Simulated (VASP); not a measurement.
Wanted: the native input for a VASP 6.6.1 run.

| Item | Value |
| --- | --- |
| Task | single point |
| Functional | PBEsol |
| Potentials or basis | VASP PAW PBE potentials, release 64 (N) |
| Cutoff | 520 eV |
| k mesh | 6 × 6 × 4 |
| Occupations | gaussian, width 0.02 eV |
| Spin | no spin polarisation |
| Dipole correction | no |
| Further INCAR settings | ALGO = Normal; EDIFF = 1e-06; NBANDS = 18 |

The structure of N lies in POSCAR:

```
N
1.0
    4.0936811515      0.0000000000      0.0000000000
   -2.0468405757      3.4591228149      0.0000000000
    0.0000000000      0.0000000000      7.2191261368
N
4
Direct
    0.3531555786      0.7063111672      0.3232583194
    0.3531555786      0.7063111672      0.1767416806
    0.6468444214      0.2936888328      0.8218210588
    0.6468444214      0.2936888328      0.6781789412
```

This cell differs from its parent crystal: strained and its atoms moved.

One way to write it, as run:

INCAR

```
  PREC = Accurate
  ENCUT = 520
  EDIFF = 1E-6
  ISMEAR = 0
  SIGMA = 0.02
  LREAL = F
  LASPH = T
  NELM = 80
  ALGO = Normal
  ISIF = 2
  LWAVE = F
  LCHARG = F
  GGA = PS
  NBANDS = 18
```

KPOINTS

```
regular mesh
0
Gamma
  6 6 4
```

Potentials or basis: VASP PAW PBE potentials, release 64 (N).

The run is started by

```console
$ cat potpaw_PBE.64/N/POTCAR > POTCAR
$ mpirun -np 1 vasp_std > vasp.out
```

Results of the run:

```json
{
  "Pressure": "13.7 GPa",
  "Largest force": "15.225 eV/Å",
  "Band gap on the k mesh": "7.68 eV, indirect (least direct gap 7.77 eV)"
}
```

Caveat: the cell differs from its parent crystal (strained and its atoms moved); the standard files for N, O and F lose accuracy on very short bonds; the PAW data sets were made with another functional, which shifts forces and pressure a little.

Wall time 46 s on 1 thread of Intel(R) Xeon(R) Platinum 8375C CPU @ 2.90GHz (Ice Lake), with other jobs on the host, peak memory 0.22 GiB.
